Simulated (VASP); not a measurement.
Crystal: SiS2.

```
Si S
1.0
    -3.43060    6.16139    2.85357
     3.43060   -6.16139    2.85357
     3.43060    6.16139   -2.85357
Si S
2 4
Direct
  0.75000 0.75000 0.00000
  0.25000 0.25000 0.00000
  0.90453 0.82848 0.73301
  0.09547 0.17152 0.26699
  0.40453 0.67152 0.07605
  0.59547 0.32848 0.92395
```

* Program: VASP 6.6.1
* Task: relaxation of shape and atoms at fixed volume
* Functional: RPBE
* Potentials or basis: VASP PAW PBE potentials, release 64 (Si, S)
* Cutoff: 500 eV
* k mesh: 6 × 6 × 6
* Occupations: gaussian, width 0.05 eV
* Spin: no spin polarisation

At the start: pressure -1.9 GPa; volume 40.21 Å³/atom.

Problem. How do energy, volume and symmetry change on relaxing?

Solution. Over 4 steps the energy falls by 12.3 meV/atom; space group Ibam (No. 72, to 0.1 Å) before and after.

The path:
| step | energy change (eV) | largest force (eV/Å) | pressure (GPa) | volume (Å³) |
| --- | --- | --- | --- | --- |
| 1 | 0.0000 | 0.7313 | -1.92 | 241.27 |
| 2 | -0.0680 | 0.0981 | -0.46 | 241.27 |
| 3 | -0.0703 | 0.0437 | -0.14 | 241.27 |
| 4 | -0.0737 | 0.0111 | -0.06 | 241.27 |

Final structure:
```yaml
crystal:
  lattice:
    - [-3.45510, 6.20445, 2.81368]
    - [3.45510, -6.20445, 2.81368]
    - [3.45510, 6.20445, -2.81368]
  atoms:
    - { symbol: Si, position: [0.75000, 0.75000, 0.00000] }
    - { symbol: Si, position: [0.25000, 0.25000, 0.00000] }
    - { symbol: S, position: [0.90693, 0.83281, 0.73974] }
    - { symbol: S, position: [0.09307, 0.16719, 0.26026] }
    - { symbol: S, position: [0.40693, 0.66719, 0.07412] }
    - { symbol: S, position: [0.59307, 0.33281, 0.92588] }
```

Where two steps share one volume, the run began anew on that cell with a basis built for it.

Caveat: the PAW data sets were made with another functional, which shifts forces and pressure a little; this functional lacks dispersion, which binds layers or chains, so the pressure and a relaxed spacing across them are unreliable.
